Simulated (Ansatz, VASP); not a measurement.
**Ta: VASP beside Ansatz**

```xyz
1
Lattice="-1.7380 1.7380 1.6513 1.7380 -1.7380 1.6513 1.7380 1.7380 -1.6513" Properties=species:S:1:pos:R:3 pbc="T T T"
Ta    0.0000    0.0000    0.0000
```

Change from the starting cell: strain +0.0525 x Voigt [1, 1, 0, 0, 0, 0], atoms carried along.

Alike in both runs: task single point; functional PBE; k mesh 20 × 20 × 20; occupations gaussian, width 0.15 eV; no spin polarisation.

|  | VASP | Ansatz |
| --- | --- | --- |
| version | VASP 6.6.1 | Ansatz 0.2.0 |
| potentials or method | VASP PAW PBE potentials, release 64 (Ta_pv), cutoff 520 eV | scalar-relativistic, plane waves, PAW |
| valence electrons in the cell | 11 | 13 |

|  | VASP | Ansatz | Ansatz less VASP |
| --- | --- | --- | --- |
| gap on the k mesh at the Fermi level (eV) | none | none | - |
| pressure (GPa) | -14.1 | -14.1 | 0.00 |
| traceless stress, the component that is largest in VASP (GPa) | 2.37 | 2.38 | +0.006 |

A gap of «none» marks a metal or a gap that the smearing closes. With one functional, cell and mesh, what is left measures potentials, basis and numerics. VASP's potentials hold 11 valence electrons a cell and Ansatz's 13, so a difference there can come from the potentials and not from the codes.

Spin-orbit coupling is off throughout.
